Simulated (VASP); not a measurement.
A run of VASP 6.6.1:

The input INCAR:

```
SYSTEM = SrAg5
ALGO = Normal
EDIFF = 1E-6
EDIFFG = -0.01
ENCUT = 600
IBRION = 2
ISIF = 8
ISMEAR = 0
LASPH = .True.
LCHARG = .False.
LREAL = .False.
LWAVE = .False.
NELM = 80
NSW = 80
PREC = Accurate
SIGMA = 0.05
```

File KPOINTS:

```
k-points
0
Gamma
  5 5 6
  0 0 0
```

The input POSCAR:

```
SrAg5
1.0
    5.6750000000      0.0000000000      0.0000000000
   -2.8375000000      4.9146940000      0.0000000000
    0.0000000000      0.0000000000      4.6190000000
Sr Ag
1 5
Direct
    0.0000000000      0.0000000000      0.0000000000
    0.3333333333      0.6666666667      0.0000000000
    0.6666666667      0.3333333333      0.0000000000
    0.5000000000      0.0000000000      0.5000000000
    0.5000000000      0.5000000000      0.5000000000
    0.0000000000      0.5000000000      0.5000000000
```

Potentials or basis: VASP PAW LDA potentials, release 64 (Sr_sv, Ag).

Run with:

```console
$ cat potpaw_LDA.64/Sr_sv/POTCAR potpaw_LDA.64/Ag/POTCAR > POTCAR
$ mpirun -np 1 vasp_std > vasp.out
```

Hardware: 1 thread of AMD EPYC 7R13 (shared host).

**Question.** How long does it take, and how much memory?

**Answer.** Run time: 11 min on 1 thread of AMD EPYC 7R13, on a shared host, peak memory 0.27 GiB. Counts: scf iterations 33, k points 20, ion steps 3.
